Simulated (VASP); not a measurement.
Runs of VASP 6.6.1 on Rh. The structure is that of space group Fd-3m (No. 227), or close to it. The cells are those of the table. 

```tsv
task	cell	cutoff (eV)	gap on the mesh (eV)	pressure (GPa)
relaxation of cell and atoms	relaxed to 510 GPa from a = 2.922 Å, angles 60.0°, 2 atoms	600	none	510.0
single point	a = 3.064 Å, angles 60.0°, 2 atoms	520	none	505.1
relaxation of cell and atoms	relaxed to 510 GPa from a = 3.062 Å, angles 60.0°, 2 atoms	600	none	510.0
single point	a = 3.062 Å, angles 60.0°, 2 atoms	520	none	(a)
```

Alike in all rows: level PBEsol; potentials or basis VASP PAW PBE potentials, release 64 (Rh_pv); no spin polarisation; k mesh 15 × 15 × 15; smearing fermi-dirac 0.1 eV.

Q: Estimate the missing entries.

A: (a) 508.6.

Caveats: the PAW data sets were made with another functional, which shifts forces and pressure a little; the cell is relaxed towards a set pressure, so the enthalpy falls and the energy may rise (some runs).

A k mesh can miss the band edges, and the runs leave out spin-orbit coupling on Rh.

A gap of «none» marks levels without a gap at the run's occupations.
